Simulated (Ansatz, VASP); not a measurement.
Two plane-wave programs on Hf3Si2F

```
Hf Si F
1.0
     6.53802    0.00000    0.00000
    -3.26901    5.66209    0.00000
     0.00000    0.00000    3.71915
Hf Si F
3 2 1
Direct
  0.50000 0.00000 0.50000
  0.50000 0.50000 0.50000
  0.00000 0.50000 0.50000
  0.33333 0.66667 0.00000
  0.66667 0.33333 0.00000
  0.00000 0.00000 0.00000
```

Change from the starting cell: species swapped into the LaB2Rh3 type (P6/mmm, No. 191).

Alike in both runs: functional PBE; k mesh 3 × 3 × 6; occupations gaussian, width 0.1 eV; no spin polarisation.

Ansatz relaxed the structure, and its values are those at the end. VASP's run is a single point on that final structure, the one shown.

```csv
,VASP,Ansatz
version,VASP 6.6.1,Ansatz 0.2.0
potentials or method,"VASP PAW PBE potentials, release 64 (Hf_pv, Si, F), cutoff 520 eV","scalar-relativistic, plane waves, PAW"
valence electrons in the cell,45,93
```

Ansatz gave:

* gap on the k mesh at the Fermi level (eV): none
* pressure (GPa): 0.0

Problem. Which values does VASP return?

Solution. gap on the k mesh at the Fermi level (eV): none; pressure (GPa): -0.2.

A gap of «none» marks a metal or a gap that the smearing closes. VASP's potentials hold 45 valence electrons a cell and Ansatz's 93, so a difference there can come from the potentials and not from the codes.

The k mesh is coarse, so the values compare programs but aren't converged. Spin-orbit coupling is off throughout.
